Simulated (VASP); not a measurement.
Input of a VASP 6.6.1 run:

The input POSCAR:

```
Cu
1.0
   -1.4418006103      1.4418006103      1.3655327459
    1.4418006103     -1.4418006103      1.3655327459
    1.4418006103      1.4418006103     -1.3655327459
Cu
1
Direct
    0.0000000000      0.0000000000      0.0000000000
```

Contents of INCAR.step1:

```
PREC = Accurate
ENCUT = 520
ISMEAR = 0
SIGMA = 0.1
LREAL = False
LASPH = True
NELM = 100
NBANDS = 12
GGA = PE
ALGO = Normal
EDIFF = 1E-4
LWAVE = True
LCHARG = False
```

INCAR.step2

```
PREC = Accurate
ENCUT = 520
EDIFF = 1E-6
ISMEAR = 0
SIGMA = 0.1
LREAL = False
LASPH = True
NELM = 100
ALGO = Normal
ISIF = 2
LWAVE = False
LCHARG = False
METAGGA = R2SCAN
LMIXTAU = True
LUSE_VDW = True
IVDW_NL = 2
BPARAM = 11.95
CPARAM = 0.0093
NBANDS = 12
ISTART = 1
```

Contents of KPOINTS:

```
regular mesh
0
Gamma
  20 20 20
```

Potentials or basis: VASP PAW PBE potentials, release 64 (Cu).

Run with:

```console
$ cat potpaw_PBE.64/Cu/POTCAR > POTCAR
$ cp INCAR.step1 INCAR
$ mpirun -np 1 vasp_std > vasp.out
$ cp INCAR.step2 INCAR
$ mpirun -np 1 vasp_std > vasp.out
```

(1) Predict the pressure.

Results:

(1) 0.7 GPa.

Caveat: the PAW data sets were made with another functional, which shifts forces and pressure a little.
